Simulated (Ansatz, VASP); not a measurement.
**Cu: VASP beside Ansatz**

```xyz
1
Lattice="-1.4428 1.4428 1.3761 1.4428 -1.4428 1.3761 1.4428 1.4428 -1.3761" Properties=species:S:1:pos:R:3 pbc="T T T"
Cu    0.0000    0.0000    0.0000
```

Alike in both runs: task single point; functional PBE; k mesh 20 × 20 × 20; no spin polarisation.

```csv
,VASP,Ansatz
version,VASP 6.6.1,Ansatz 0.2.0
potentials or method,"VASP PAW PBE potentials, release 64 (Cu), cutoff 520 eV","scalar-relativistic, plane waves, PAW"
occupations,"methfessel-paxton of order 1, width 0.1 eV","cold, width 0.1 eV"
valence electrons in the cell,11,19
```

VASP gave:

| Property | Result |
| --- | --- |
| gap on the k mesh at the Fermi level (eV) | none |
| pressure (GPa) | 7.8 |
| traceless stress, the component that is largest in VASP (GPa) | -0.38 |

Problem. Which values does Ansatz return?

Solution. gap on the k mesh at the Fermi level (eV): none; pressure (GPa): 7.3; traceless stress, the component that is largest in VASP (GPa): -0.35.

A gap of «none» marks a metal or a gap that the smearing closes. VASP's potentials hold 11 valence electrons a cell and Ansatz's 19, so a difference there can come from the potentials and not from the codes.
